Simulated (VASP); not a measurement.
# O (Pm-3m) in VASP: a series of runs, part 2 of 2

VASP 6.6.1. The steps go on from the part before.

**3. Single point, PBE**

File INCAR:

```
PREC = Accurate ; ENCUT = 520
EDIFF = 1E-6 ; ISMEAR = -1
SIGMA = 0.05 ; LREAL = False
LASPH = True ; NELM = 80
ALGO = Normal ; ISIF = 2
LWAVE = False ; LCHARG = True
GGA = PE ; LELF = True
LVHAR = True ; NBANDS = 9
```

File KPOINTS:

```
Automatic mesh
0
Gamma
  17 17 17
```

File POSCAR:

```
O
1.0
    1.9209624426      0.0000000000      0.0000000000
    0.0000000000      1.9209624426      0.0000000000
    0.0000000000      0.0000000000      1.9209624426
O
1
Direct
    0.0000000000      0.0000000000      0.0000000000
```

Potentials or basis: VASP PAW PBE potentials, release 64 (O).

Run with:

```
cat potpaw_PBE.64/O/POTCAR > POTCAR
mpirun -np 1 vasp_std > vasp.out
```

OUTCAR:

```text
PREC = Accurate
   ENCUT = 520
   EDIFF = 1E-6
   ISMEAR = -1
   LREAL = False
   LASPH = True
   NELM = 80
   ISIF = 2
   GGA = PE

 ion  position               nearest neighbor table
   1  0.000  0.000  0.000-

  LATTYP: Found a simple cubic cell.
 ALAT       =     1.9209624426

  Lattice vectors:

 A1 = (   1.9209624426,   0.0000000000,   0.0000000000)
 A2 = (   0.0000000000,   1.9209624426,   0.0000000000)
 A3 = (   0.0000000000,   0.0000000000,   1.9209624426)

Analysis of symmetry for initial positions (statically):
=====================================================================
 Subroutine PRICEL returns:
 Original cell was already a primitive cell.

 Routine SETGRP: Setting up the symmetry group for a
 simple cubic supercell.

 Subroutine GETGRP returns: Found 48 space group operations
 (whereof 48 operations were pure point group operations)
 out of a pool of 48 trial point group operations.

The static configuration has the point symmetry O_h .

Analysis of symmetry for dynamics (positions and initial velocities):
=====================================================================
 Subroutine PRICEL returns:
 Original cell was already a primitive cell.

 Routine SETGRP: Setting up the symmetry group for a
 simple cubic supercell.

 Subroutine GETGRP returns: Found 48 space group operations
 (whereof 48 operations were pure point group operations)
 out of a pool of 48 trial point group operations.

The dynamic configuration has the point symmetry O_h .

 Subroutine INISYM returns: Found 48 space group operations
 (whereof 48 operations are pure point group operations),
 and found     1 'primitive' translations

----------------------------------------------------------------------------------------

                                     Primitive cell

  volume of cell :       7.0885

  direct lattice vectors                    reciprocal lattice vectors
     1.920962443  0.000000000  0.000000000     0.520572385  0.000000000  0.000000000
     0.000000000  1.920962443  0.000000000     0.000000000  0.520572385  0.000000000
     0.000000000  0.000000000  1.920962443     0.000000000  0.000000000  0.520572385

  length of vectors
     1.920962443  1.920962443  1.920962443     0.520572385  0.520572385  0.520572385

  position of ions in fractional coordinates (direct lattice)
     0.000000000  0.000000000  0.000000000

  ion indices of the primitive-cell ions
   primitive index   ion index
                 1           1

----------------------------------------------------------------------------------------

 KPOINTS: Automatic mesh

Automatic generation of k-mesh.
 Grid dimensions read from file:
 generate k-points for:   17   17   17

 Generating k-lattice:

  Cartesian coordinates                     Fractional coordinates (reciprocal lattice)
     0.030621905  0.000000000  0.000000000     0.058823529  0.000000000  0.000000000
     0.000000000  0.030621905  0.000000000     0.000000000  0.058823529  0.000000000
     0.000000000  0.000000000  0.030621905     0.000000000  0.000000000  0.058823529

  Length of vectors
     0.030621905  0.030621905  0.030621905

  Shift w.r.t. Gamma in fractional coordinates (k-lattice)
     0.000000000  0.000000000  0.000000000

 Subroutine IBZKPT returns following result:
 ===========================================

 Found    165 irreducible k-points:

 Following reciprocal coordinates:
            Coordinates               Weight
  0.000000  0.000000  0.000000      1.000000
  0.058824  0.000000  0.000000      6.000000
  0.117647  0.000000  0.000000      6.000000
  0.176471  0.000000  0.000000      6.000000
  0.235294  0.000000  0.000000      6.000000
  0.294118  0.000000  0.000000      6.000000
[... 16 lines left out ...]
  0.411765  0.117647  0.000000     24.000000
  0.470588  0.117647  0.000000     24.000000
 [... further k-points ...]
   k-points           NKPTS =    165   k-points in BZ     NKDIM =    165   number of bands    NBANDS=      9
   number of dos      NEDOS =    301   number of ions     NIONS =      1
   total plane-waves  NPLWV =   2744
   dimension x,y,z NGX =    14 NGY =   14 NGZ =   14
   dimension x,y,z NGXF=    28 NGYF=   28 NGZF=   28
   ions per type =               1
   NGX,Y,Z   is equivalent  to a cutoff of  12.12, 12.12, 12.12 a.u.
   NGXF,Y,Z  is equivalent  to a cutoff of  24.23, 24.23, 24.23 a.u.
 SYSTEM =  unknown system
   PREC   = accura    normal or accurate (medium, high low for compatibility)
   ISTART =      0    job   : 0-new  1-cont  2-samecut
   ICHARG =      2    charge: 1-file 2-atom 10-const
   ISPIN  =      1    spin polarized calculation?
   LNONCOLLINEAR =      F non collinear calculations
   LSORBIT =      F    spin-orbit coupling
   LASPH  =      T    aspherical Exc in radial PAW
   ENCUT  =  520.0 eV  38.22 Ry    6.18 a.u.   3.57  3.57  3.57*2*pi/ulx,y,z
   NELM   =     80;   NELMIN=  2; NELMDL= -5     # of ELM steps
   EDIFF  = 0.1E-05   stopping-criterion for ELM
   LREAL  =      F    real-space projection
   EDIFFG = 0.1E-04   stopping-criterion for IOM
   NSW    =      0    number of steps for IOM
   IBRION =     -1    ionic relax: 0-MD 1-quasi-New 2-CG
   NFREE  =      0    steps in history (QN), initial steepest desc. (CG)
   ISIF   =      2    stress and relaxation
   ISYM   =      2    0-nonsym 1-usesym 2-fastsym
   POTIM  = 0.5000    time-step for ionic-motion
   TEBEG  =    0.0;   TEEND  =   0.0 temperature during run
   PSTRESS=    0.0 pullay stress
   NELECT =       6.0000    total number of electrons
   NUPDOWN=      -1.0000    fix difference up-down
   EMIN   =  10.00;   EMAX   =-10.00  energy-range for DOS
   EFERMI =   0.00;   METHOD = LEGACY
   ISMEAR =    -1;   SIGMA  =   0.05  broadening in eV -4-tet -1-fermi 0-gaus
   EFERMI_NEDOS =   21; number of points for ismear=-14 and -15
   IALGO  =     38    algorithm
   IMIX   =      4    mixing-type and parameters
     AMIX     =   0.40;   BMIX     =  1.00
     AMIX_MAG =   1.60;   BMIX_MAG =  1.00
  volume/ion in A,a.u.               =       7.09        47.84
  Fermi-wavevector in a.u.,A,eV,Ry     =   1.548602  2.926433 32.629042  2.398167
  Thomas-Fermi vector in A             =   2.653528
   LORBIT       =      0    0 simple, 1 ext, 2 COOP (PROOUT), +10 PAW based schemes
   GGA     = PE    functional components
   LHFCALC =     F    Hartree Fock is set to
   AEXX    =    0.0000 exact exchange contribution
   IVDW    =     0    specifies the selected vdW correction
   LEPSILON=     F    determine dielectric tensor
   LRPA    =     F    only Hartree local field effects (RPA)
 non-spin polarized calculation
  energy-cutoff  :      520.00
  volume of cell :        7.09
 maximum number of plane-waves:       197
   NGX =  7   NGY =  7   NGZ =  7

 number of electron       5.9999997 magnetization

 Free energy of the ion-electron system (eV)
  ---------------------------------------------------
  ext. energy  EPLUGINS =         0.00000000
  ---------------------------------------------------
  free energy    TOTEN  =        -3.05297714 eV

  energy without entropy =       -3.04760166  energy(sigma->0) =       -3.05028940

 E-fermi :   4.2093     XC(G=0): -12.5467

 val. band max:        4.1763282578   @ k =   0.3529   0.1765   0.1765
 cond. band min:       4.2361922826   @ k =   0.1176   0.1176   0.1176
 fundamental gap:      0.0598640248
 Fermi energy:         4.2092971701

 k-point     1 :       0.0000    0.0000    0.0000
  band No.  band energies     occupation
      1     -19.4110      2.00000
      2       5.4306      0.00000
      3       5.4306      0.00000
      4       5.4306      0.00000
      5      21.6217      0.00000
      6      32.0581      0.00000
      7      32.0581      0.00000
      8      51.5311      0.00000
      9      51.5311      0.00000

 k-point     2 :       0.0588    0.0000    0.0000
  band No.  band energies     occupation
      1     -19.3174      2.00000
      2       5.0161      0.00000
      3       5.4672      0.00000
      4       5.4672      0.00000
      5      21.7809      0.00000
      6      32.1858      0.00000
      7      32.3159      0.00000
      8      51.2359      0.00000
      9      51.2747      0.00000
[... 253 lines left out ...]
 k-point    24 :       0.4706    0.1176    0.0000
  band No.  band energies     occupation
      1     -15.0443      2.00000
      2      -4.8057      2.00000
      3       5.3944      0.00000
      4       6.7027      0.00000
      5      25.4926      0.00000
      6      32.3458      0.00000
      7      38.9963      0.00000
      8      40.3427      0.00000
      9      44.2622      0.00000

 [... further k-points ...]

------------------------ aborting loop because EDIFF is reached ----------------------------------------

  FORCE on cell =-STRESS in cart. coord.  units (eV):
  Direction    XX          YY          ZZ          XY          YZ          ZX
  --------------------------------------------------------------------------------------
  -------------------------------------------------------------------------------------
  Total        1.1448914      1.1448914      1.1448914      0.0000000      0.0000000      0.0000000
  in kB      258.7725702    258.7725702    258.7725702      0.0000000      0.0000000      0.0000000
  external PRESSURE =     258.7725702 kB  Pullay stress =       0.0000000 kB

 VOLUME and BASIS-vectors are now :
 -----------------------------------------------------------------------------
  energy-cutoff  :      520.00
  volume of cell :        7.09
      direct lattice vectors                 reciprocal lattice vectors
     1.920962443  0.000000000  0.000000000     0.520572385  0.000000000  0.000000000
     0.000000000  1.920962443  0.000000000     0.000000000  0.520572385  0.000000000
     0.000000000  0.000000000  1.920962443     0.000000000  0.000000000  0.520572385

 POSITION                                       TOTAL-FORCE (eV/Angst)
 -----------------------------------------------------------------------------------
      0.00000      0.00000      0.00000         0.000000      0.000000      0.000000
 -----------------------------------------------------------------------------------
    total drift:                               -0.000000     -0.000000     -0.000000

  FREE ENERGIE OF THE ION-ELECTRON SYSTEM (eV)
  ---------------------------------------------------
  free  energy   TOTEN  =        -3.0529771397 eV

  energy  without entropy=       -3.0476016648  energy(sigma->0) =       -3.05028940
```

OSZICAR:

```text
N       E                     dE             d eps       ncg     rms          rms(c)
DAV:   1     0.474567782205E+01    0.47457E+01   -0.37696E+03  3332   0.653E+02
DAV:   2    -0.300151286760E+01   -0.77472E+01   -0.72446E+01  3459   0.871E+01
DAV:   3    -0.304819120318E+01   -0.46678E-01   -0.46509E-01  3808   0.541E+00
DAV:   4    -0.304821201603E+01   -0.20813E-04   -0.20813E-04  3552   0.123E-01
DAV:   5    -0.304821202739E+01   -0.11358E-07   -0.11297E-07  3497   0.245E-03    0.560E-01
DAV:   6    -0.305026144398E+01   -0.20494E-02   -0.31856E-03  3090   0.457E-01    0.326E-01
DAV:   7    -0.305274718745E+01   -0.24857E-02   -0.26997E-03  3050   0.448E-01    0.823E-02
DAV:   8    -0.305297589492E+01   -0.22871E-03   -0.27369E-04  3175   0.119E-01    0.998E-03
DAV:   9    -0.305297733308E+01   -0.14382E-05   -0.19287E-06  3431   0.145E-02    0.340E-03
DAV:  10    -0.305297713971E+01    0.19337E-06   -0.97849E-07  3012   0.860E-03
   1 F= -.30529771E+01 E0= -.30502894E+01  d E =-.537547E-02
```

Wall time 3.6 s (1 thread of Intel Xeon 6975P-C (Granite Rapids), shared host); peak memory 0.11 GiB.

Results:

| Property | Result |
| --- | --- |
| Free energy | -3.0530 eV |
| Pressure | 25.9 GPa |
| Band gap on the k mesh | zero (band 3 reaches 6.58 eV, above the bottom of band 4 at 0.16 eV) |

**4. Relaxation of cell and atoms, PBE, target pressure 26 GPa, at which the enthalpy is minimised**

File INCAR:

```
SYSTEM = O
ALGO = Normal
EDIFF = 1E-6
EDIFFG = -0.005
ENCUT = 600
GGA = PE
IBRION = 2
ISIF = 3
ISMEAR = -1
LASPH = .True.
LCHARG = .False.
LREAL = .False.
LWAVE = .False.
NELM = 60
NSW = 32
PREC = Accurate
PSTRESS = 260.0
SIGMA = 0.05
```

File KPOINTS:

```
k-points
0
Gamma
  17 17 17
  0 0 0
```

File POSCAR:

```
O
1.0
    1.9211713954      0.0000000000      0.0000000000
    0.0000000000      1.9211713954      0.0000000000
    0.0000000000      0.0000000000      1.9211713954
O
1
Direct
    0.0000000000      0.0000000000      0.0000000000
```

Run with:

```
cat potpaw_PBE.64/O/POTCAR > POTCAR
mpirun -np 1 vasp_std > vasp.out
```

Wall time 5.1 s (1 thread of Intel Xeon 6975P-C (Granite Rapids), shared host); peak memory 0.11 GiB.

It converged, with:

* Free energy: -3.0525 eV
* Relaxed volume: 7.08 Å³/atom
* Relaxed cell: a = 1.920 Å, b = 1.920 Å, c = 1.920 Å, α = 90.00°, β = 90.00°, γ = 90.00°
* Space group after relaxing (to 0.05 Å): Pm-3m (No. 221)
* Energy change on relaxing (the enthalpy is what falls): +2.0 meV/atom
* Ionic steps: 3
* Pressure after relaxing: 26.0 GPa
* Band gap on the k mesh: zero (band 3 reaches 6.61 eV, above the bottom of band 4 at 0.17 eV)

Step by step:
| step | energy change (eV) | largest force (eV/Å) | pressure (GPa) | volume (Å³) |
| --- | --- | --- | --- | --- |
| 1 | 0.0000 | 0.0000 | 25.50 | 7.09 |
| 2 | 0.0036 | 0.0000 | 26.41 | 7.07 |
| 3 | 0.0020 | 0.0000 | 26.01 | 7.08 |

Final structure:
```
O
1.0
     1.92005    0.00000    0.00000
     0.00000    1.92005    0.00000
     0.00000    0.00000    1.92005
O
1
Direct
  0.00000 0.00000 0.00000
```

Levels at points of the mesh, in eV from the Fermi level:
```tsv
k point	band 1	band 2	band 3	band 4	band 5	band 6	band 7
(0.00, 0.00, 0.00)	-23.64	1.22	1.22	1.22	17.43	27.86	27.86
```

Caveat: the cell is relaxed towards a set pressure, so the enthalpy falls and the energy may rise.

**5. Relaxation of cell and atoms, PBE, target pressure 26 GPa, at which the enthalpy is minimised**

This run uses another cell than the first one, of 7.42 Å³/atom, 1.047 times its volume.

File INCAR:

```
SYSTEM = O
PREC = Accurate
ENCUT = 600
EDIFF = 1E-7
ISMEAR = -1
SIGMA = 0.05
LREAL = .FALSE.
LASPH = .TRUE.
NELM = 80
ALGO = Normal
ISIF = 3
LWAVE = .FALSE.
LCHARG = .FALSE.
GGA = PE
IBRION = 2
NSW = 60
EDIFFG = -0.005
PSTRESS = 260.0
```

File KPOINTS:

```
regular mesh
0
G
  17 17 17
  0 0 0
```

File POSCAR:

```
O
1.0
    1.9508807465      0.0000000000      0.0000000000
    0.0000000000      1.9508807465      0.0000000000
    0.0000000000      0.0000000000      1.9508807465
O
1
Direct
    0.0000000000      0.0000000000      0.0000000000
```

Run with:

```
cat potpaw_PBE.64/O/POTCAR > POTCAR
mpirun -np 1 vasp_std > vasp.out
```

Wall time 6.9 s (1 thread of Intel Xeon 6975P-C (Granite Rapids), shared host); peak memory 0.11 GiB.

Results (log left out):

| Quantity | Value |
| --- | --- |
| Free energy | -3.0538 eV |
| Relaxed volume | 7.08 Å³/atom |
| Relaxed cell | a = 1.920 Å, b = 1.920 Å, c = 1.920 Å, α = 90.00°, β = 90.00°, γ = 90.00° |
| Space group after relaxing (to 0.05 Å) | Pm-3m (No. 221) |
| Energy change on relaxing (the enthalpy is what falls) | +42.5 meV/atom |
| Ionic steps | 3 |
| Pressure after relaxing | 26.0 GPa |
| Band gap on the k mesh | zero (band 3 reaches 6.61 eV, above the bottom of band 4 at 0.17 eV) |

The path:
```
step  energy change (eV)  largest force (eV/Å)  pressure (GPa)  volume (Å³)
   1              0.0000                0.0000           13.72         7.42
   2              0.0905                0.0000           36.65         6.83
   3              0.0425                0.0000           25.95         7.08
```

Final structure:
```
CELL_PARAMETERS angstrom
1.91992 0.00000 0.00000
0.00000 1.91992 0.00000
0.00000 0.00000 1.91992
ATOMIC_POSITIONS crystal
O 0.00000 0.00000 0.00000
```

Levels at points of the mesh, in eV from the Fermi level:
```csv
k point,band 1,band 2,band 3,band 4,band 5,band 6,band 7
"(0.00, 0.00, 0.00)",-23.64,1.22,1.22,1.22,17.44,27.86,27.86
```

Caveat: the cell is relaxed towards a set pressure, so the enthalpy falls and the energy may rise.

**6. Summary**

```csv
task,cell,cutoff (eV),gap on the mesh (eV),pressure (GPa)
single point,"a = 1.921 Å, 1 atom",520,none,25.9
relaxation of cell and atoms,"relaxed to 26 GPa from a = 1.921 Å, 1 atom",600,none,26.0
relaxation of cell and atoms,"relaxed to 26 GPa from a = 1.951 Å, 1 atom",600,none,26.0
```

Alike in all rows: level PBE; potentials or basis VASP PAW PBE potentials, release 64 (O); no spin polarisation; k mesh 17 × 17 × 17; smearing fermi-dirac 0.05 eV.

Caveats: the cell is relaxed towards a set pressure, so the enthalpy falls and the energy may rise (some runs).

Total energies depend on the potentials used, so only differences within one code and one set of settings carry meaning.
